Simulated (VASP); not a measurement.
# SnTe (Imm2) in VASP: single point with r2SCAN

Aim: the single point of SnTe with r2SCAN.

Program: VASP 6.6.1. These are calculated values, not measurements. Logs are shortened: lines on timing, memory, paths and dates and some standing lists are left out, and cuts for length are marked.

## (1) The cell of the first run

The structure is orthorhombic, space group Imm2 (No. 44). The conventional cell has a = 5.011 Å, b = 5.203 Å, c = 7.222 Å, α = 90.00°, β = 90.00°, γ = 90.00°. Sn (site symmetry mm2) has 4 Te at 3.09 to 3.17 Å within 4.1 Å. Within 4.1 Å of Te (site symmetry mm2) lie 4 Sn at 3.09 to 3.17 Å.

## (2) Single point, r2SCAN (strain +0.0375 x Voigt [0, 0, 0, 0, 1, 0])

Contents of POSCAR:

```
SnTe
1.0
    0.0677089875      3.6111460000      3.6111460000
    3.6788549875      0.0000000000      3.6788549875
    3.6111460000      3.6111460000      0.0677089875
Sn Te
1 1
Direct
    0.0000000000      0.0000000000      0.0000000000
    0.7500000000      0.7500000000      0.7500000000
```

Contents of INCAR.step1:

```
PREC = Accurate
ENCUT = 520
ISMEAR = 0
SIGMA = 0.03
LREAL = F
LASPH = T
NELM = 100
NBANDS = 17
GGA = PE
ALGO = Normal
EDIFF = 1E-4
LWAVE = T
LCHARG = F
```

Contents of INCAR.step2:

```
PREC = Accurate
ENCUT = 520
EDIFF = 1E-6
ISMEAR = 0
SIGMA = 0.03
LREAL = F
LASPH = T
NELM = 100
ALGO = Normal
ISIF = 2
LWAVE = F
LCHARG = F
METAGGA = R2SCAN
LMIXTAU = T
NBANDS = 17
ISTART = 1
```

Contents of KPOINTS:

```
regular mesh
0
Gamma
  8 8 8
```

Potentials or basis: VASP PAW PBE potentials, release 64 (Sn_d, Te).

Command:

```bash
cat potpaw_PBE.64/Sn_d/POTCAR potpaw_PBE.64/Te/POTCAR > POTCAR
cp INCAR.step1 INCAR
mpirun -np 1 vasp_std > vasp.out
cp INCAR.step2 INCAR
mpirun -np 1 vasp_std > vasp.out
```

OUTCAR:

```text
PREC = Accurate
   ENCUT = 520
   EDIFF = 1E-6
   ISMEAR = 0
   LREAL = F
   LASPH = T
   NELM = 100
   ISIF = 2
   METAGGA = R2SCAN
   ISTART = 1

 ion  position               nearest neighbor table
   1  0.000  0.000  0.000-   2 3.09   2 3.09   2 3.17   2 3.17
   2  0.750  0.750  0.750-   1 3.09   1 3.09   1 3.17   1 3.17

  LATTYP: Found a body centered orthorhombic cell.
 ALAT       =     5.0111766805
 B/A-ratio  =     1.0382165605
 C/A-ratio  =     1.4412367515

  Lattice vectors:

 A1 = (   0.0677089875,  -3.6111460000,   3.6111460000)
 A2 = (  -0.0677089875,  -3.6111460000,  -3.6111460000)
 A3 = (   3.6111460000,   3.6111460000,   0.0677089875)

Analysis of symmetry for initial positions (statically):
=====================================================================
 Subroutine PRICEL returns:
 Original cell was already a primitive cell.

 Routine SETGRP: Setting up the symmetry group for a
 body centered orthorhombic supercell.

 Subroutine GETGRP returns: Found  4 space group operations
 (whereof  4 operations were pure point group operations)
 out of a pool of  8 trial point group operations.

The static configuration has the point symmetry C_2v.

Analysis of symmetry for dynamics (positions and initial velocities):
=====================================================================
 Subroutine PRICEL returns:
 Original cell was already a primitive cell.

 Routine SETGRP: Setting up the symmetry group for a
 body centered orthorhombic supercell.

 Subroutine GETGRP returns: Found  4 space group operations
 (whereof  4 operations were pure point group operations)
 out of a pool of  8 trial point group operations.

The dynamic configuration has the point symmetry C_2v.

 Subroutine INISYM returns: Found  4 space group operations
 (whereof  4 operations are pure point group operations),
 and found     1 'primitive' translations

----------------------------------------------------------------------------------------

                                     Primitive cell

  volume of cell :      94.1483

  direct lattice vectors                    reciprocal lattice vectors
     0.067708987  3.611146000  3.611146000    -0.141105937  0.138460201  0.141105937
     3.678854987  0.000000000  3.678854987     0.135911853 -0.138460201  0.135911853
     3.611146000  3.611146000  0.067708987     0.141105937  0.138460201 -0.141105937

  length of vectors
     5.107380481  5.202686617  5.107380481     0.242884742  0.236886663  0.242884742

  position of ions in fractional coordinates (direct lattice)
     0.000000000  0.000000000  0.000000000
     0.750000000  0.750000000  0.750000000

  ion indices of the primitive-cell ions
   primitive index   ion index
                 1           1
                 2           2

----------------------------------------------------------------------------------------

 KPOINTS: regular mesh

Automatic generation of k-mesh.
 Grid dimensions read from file:
 generate k-points for:    8    8    8

 Generating k-lattice:

  Cartesian coordinates                     Fractional coordinates (reciprocal lattice)
    -0.017638242  0.017307525  0.017638242     0.125000000  0.000000000  0.000000000
     0.016988982 -0.017307525  0.016988982     0.000000000  0.125000000  0.000000000
     0.017638242  0.017307525 -0.017638242     0.000000000  0.000000000  0.125000000

  Length of vectors
     0.030360593  0.029610833  0.030360593

  Shift w.r.t. Gamma in fractional coordinates (k-lattice)
     0.000000000  0.000000000  0.000000000

 Subroutine IBZKPT returns following result:
 ===========================================

 Found     95 irreducible k-points:

 Following reciprocal coordinates:
            Coordinates               Weight
  0.000000  0.000000  0.000000      1.000000
  0.125000  0.000000  0.000000      4.000000
  0.250000  0.000000  0.000000      4.000000
  0.375000  0.000000  0.000000      4.000000
  0.500000  0.000000  0.000000      2.000000
 -0.000000  0.125000 -0.000000      4.000000
[... 16 lines left out ...]
  0.125000  0.375000 -0.000000      8.000000
  0.250000  0.375000 -0.000000      8.000000
 [... further k-points ...]
   k-points           NKPTS =     95   k-points in BZ     NKDIM =     95   number of bands    NBANDS=     17
   number of dos      NEDOS =    301   number of ions     NIONS =      2
   total plane-waves  NPLWV =  64000
   dimension x,y,z NGX =    40 NGY =   40 NGZ =   40
   dimension x,y,z NGXF=    80 NGYF=   80 NGZF=   80
   ions per type =               1   1
   NGX,Y,Z   is equivalent  to a cutoff of  13.02, 12.78, 13.02 a.u.
   NGXF,Y,Z  is equivalent  to a cutoff of  26.04, 25.56, 26.04 a.u.
 SYSTEM =  unknown system
   PREC   = accura    normal or accurate (medium, high low for compatibility)
   ISTART =      1    job   : 0-new  1-cont  2-samecut
   ICHARG =      0    charge: 1-file 2-atom 10-const
   ISPIN  =      1    spin polarized calculation?
   LNONCOLLINEAR =      F non collinear calculations
   LSORBIT =      F    spin-orbit coupling
   LASPH  =      T    aspherical Exc in radial PAW
   ENCUT  =  520.0 eV  38.22 Ry    6.18 a.u.   9.50  9.67  9.50*2*pi/ulx,y,z
   NELM   =    100;   NELMIN=  2; NELMDL=  0     # of ELM steps
   EDIFF  = 0.1E-05   stopping-criterion for ELM
   LREAL  =      F    real-space projection
[... 7 lines left out ...]
   TEBEG  =    0.0;   TEEND  =   0.0 temperature during run
   PSTRESS=    0.0 pullay stress
   NELECT =      20.0000    total number of electrons
   NUPDOWN=      -1.0000    fix difference up-down
   EMIN   =  10.00;   EMAX   =-10.00  energy-range for DOS
   EFERMI =   0.00;   METHOD = LEGACY
   ISMEAR =     0;   SIGMA  =   0.03  broadening in eV -4-tet -1-fermi 0-gaus
   EFERMI_NEDOS =   21; number of points for ismear=-14 and -15
   IALGO  =     38    algorithm
   IMIX   =      4    mixing-type and parameters
     AMIX     =   0.40;   BMIX     =  1.00
     AMIX_MAG =   1.60;   BMIX_MAG =  1.00
  volume/ion in A,a.u.               =      47.07       317.67
  Fermi-wavevector in a.u.,A,eV,Ry     =   0.976819  1.845920 12.982339  0.954175
  Thomas-Fermi vector in A             =   2.107468
   LORBIT       =      0    0 simple, 1 ext, 2 COOP (PROOUT), +10 PAW based schemes
   METAGGA = R2SCAN    functional components
   LHFCALC =     F    Hartree Fock is set to
   AEXX    =    0.0000 exact exchange contribution
   IVDW    =     0    specifies the selected vdW correction
   LEPSILON=     F    determine dielectric tensor
   LRPA    =     F    only Hartree local field effects (RPA)
 non-spin polarized calculation
 Gauss-broadening in eV      SIGMA  =   0.03
  energy-cutoff  :      520.00
  volume of cell :       94.15
 maximum number of plane-waves:      2573
 NGX is ok and might be reduce to    40
   NGX = 19   NGY = 19   NGZ = 19

 number of electron      20.0000002 magnetization

 Free energy of the ion-electron system (eV)
  ---------------------------------------------------
  ext. energy  EPLUGINS =         0.00000000
  ---------------------------------------------------
  free energy    TOTEN  =       -50.06554196 eV

  energy without entropy =      -50.06554184  energy(sigma->0) =      -50.06554190

 E-fermi :   3.1868     XC(G=0):  -7.9538

 val. band max:        3.1046730643   @ k =  -0.2500   0.5000   0.2500
 cond. band min:       3.2665299461   @ k =   0.5000   0.5000  -0.0000
 fundamental gap:      0.1618568817
 Fermi energy:         3.1868087788

 k-point     1 :       0.0000    0.0000    0.0000
  band No.  band energies     occupation
      1     -19.4594      2.00000
      2     -19.4592      2.00000
      3     -19.4555      2.00000
      4     -19.4449      2.00000
      5     -19.4427      2.00000
      6      -8.9765      2.00000
[... 9 lines left out ...]
     16       9.8887      0.00000
     17      10.9309      0.00000

 k-point     2 :       0.1250    0.0000    0.0000
  band No.  band energies     occupation
      1     -19.4593      2.00000
      2     -19.4589      2.00000
      3     -19.4556      2.00000
      4     -19.4448      2.00000
      5     -19.4425      2.00000
      6      -8.9013      2.00000
[... 9 lines left out ...]
     16       9.4694      0.00000
     17      10.6479      0.00000

 k-point     3 :       0.2500    0.0000    0.0000
  band No.  band energies     occupation
      1     -19.4593      2.00000
      2     -19.4583      2.00000
      3     -19.4559      2.00000
      4     -19.4448      2.00000
      5     -19.4421      2.00000
      6      -8.7007      2.00000
[... 9 lines left out ...]
     16       9.2863      0.00000
     17      10.5546      0.00000

 k-point     4 :       0.3750    0.0000    0.0000
  band No.  band energies     occupation
      1     -19.4594      2.00000
      2     -19.4578      2.00000
      3     -19.4561      2.00000
      4     -19.4448      2.00000
      5     -19.4416      2.00000
      6      -8.4640      2.00000
[... 9 lines left out ...]
     16       9.7618      0.00000
     17      10.5687      0.00000

 k-point     5 :       0.5000    0.0000    0.0000
  band No.  band energies     occupation
      1     -19.4595      2.00000
      2     -19.4575      2.00000
      3     -19.4562      2.00000
      4     -19.4448      2.00000
      5     -19.4415      2.00000
      6      -8.3509      2.00000
[... 9 lines left out ...]
     16      10.2321      0.00000
     17      10.5227      0.00000

 k-point     6 :      -0.0000    0.1250   -0.0000
  band No.  band energies     occupation
      1     -19.4595      2.00000
      2     -19.4590      2.00000
      3     -19.4553      2.00000
      4     -19.4448      2.00000
      5     -19.4427      2.00000
      6      -8.9092      2.00000
[... 9 lines left out ...]
     16       9.5415      0.00000
     17      10.5762      0.00000
[... 281 lines left out ...]
 k-point    21 :      -0.1250    0.2500   -0.0000
  band No.  band energies     occupation
      1     -19.4601      2.00000
      2     -19.4580      2.00000
      3     -19.4546      2.00000
      4     -19.4447      2.00000
      5     -19.4427      2.00000
      6      -8.6005      2.00000
[... 9 lines left out ...]
     16       9.6527      0.00000
     17      11.2365      0.00000

 k-point    22 :      -0.0000    0.3750   -0.0000
  band No.  band energies     occupation
      1     -19.4604      2.00000
      2     -19.4577      2.00000
      3     -19.4542      2.00000
      4     -19.4446      2.00000
      5     -19.4430      2.00000
      6      -8.5256      2.00000
[... 9 lines left out ...]
     16       9.8207      0.00000
     17      10.4569      0.00000

 k-point    23 :       0.1250    0.3750   -0.0000
  band No.  band energies     occupation
      1     -19.4602      2.00000
      2     -19.4577      2.00000
      3     -19.4545      2.00000
      4     -19.4448      2.00000
      5     -19.4427      2.00000
      6      -8.5375      2.00000
[... 9 lines left out ...]
     16      10.1975      0.00000
     17      10.9172      0.00000

 k-point    24 :       0.2500    0.3750   -0.0000
  band No.  band energies     occupation
      1     -19.4605      2.00000
      2     -19.4574      2.00000
      3     -19.4546      2.00000
      4     -19.4451      2.00000
      5     -19.4421      2.00000
      6      -8.4517      2.00000
[... 9 lines left out ...]
     16      10.8094      0.00000
     17      12.1341      0.00000

 [... further k-points ...]
[... 5 lines left out ...]
  --------------------------------------------------------------------------------------
  -------------------------------------------------------------------------------------
  Total       -0.3378808     -0.3237473     -0.3378808      0.0000000      0.0000000      0.0563860
  in kB       -5.7499174     -5.5094001     -5.7499174      0.0000000      0.0000000      0.9595539
  external PRESSURE =      -5.6697450 kB  Pullay stress =       0.0000000 kB

 VOLUME and BASIS-vectors are now :
 -----------------------------------------------------------------------------
  energy-cutoff  :      520.00
  volume of cell :       94.15
      direct lattice vectors                 reciprocal lattice vectors
     0.067708987  3.611146000  3.611146000    -0.141105937  0.138460201  0.141105937
     3.678854987  0.000000000  3.678854987     0.135911853 -0.138460201  0.135911853
     3.611146000  3.611146000  0.067708987     0.141105937  0.138460201 -0.141105937

 POSITION                                       TOTAL-FORCE (eV/Angst)
 -----------------------------------------------------------------------------------
      0.00000      0.00000      0.00000        -0.000000     -0.122263     -0.000000
      5.51828      5.41672      5.51828         0.000000      0.122263      0.000000
 -----------------------------------------------------------------------------------
    total drift:                                0.000002      0.000141      0.000002

  FREE ENERGIE OF THE ION-ELECTRON SYSTEM (eV)
  ---------------------------------------------------
  free  energy   TOTEN  =       -50.0655419618 eV

  energy  without entropy=      -50.0655418399  energy(sigma->0) =      -50.06554190
```

It took 6.9 min on 1 thread of Intel Xeon Platinum 8488C (Sapphire Rapids), shared host; peak memory 0.36 GiB.

What came out:

```yaml
Free_energy: -50.0655 eV
Pressure: -0.6 GPa
Largest_force: 0.122 eV/Å
Band_gap_on_the_k_mesh: 0.16 eV, indirect (least direct gap 0.90 eV)
```

Forces on the atoms (eV/Å):
```
Sn   0.000 -0.122  0.000
Te   0.000  0.122  0.000
```

Levels at points of the mesh, in eV from the valence-band top:
```tsv
k point	band 8	band 9	band 10	band 11	band 12	band 13
(0.00, 0.00, 0.00)	-2.19	-2.15	-2.10	0.92	1.07	1.21
(0.50, 0.00, 0.00)	-2.77	-2.68	-2.16	1.79	2.00	3.69
(0.00, 0.50, 0.00)	-2.71	-2.63	-2.07	1.81	2.02	3.49
(0.50, 0.50, 0.00)	-3.38	-3.37	-0.74	0.16	4.08	4.08
(0.50, 0.00, 0.50)	-3.41	-3.33	-0.74	0.17	4.09	4.11
```

Caveat: the cell differs from its parent crystal (strain +0.0375 x Voigt [0, 0, 0, 0, 1, 0]); the PAW data sets were made with another functional, which shifts forces and pressure a little; spin-orbit coupling is left out, which moves the levels of the heavy elements. A k mesh can miss the band edges.
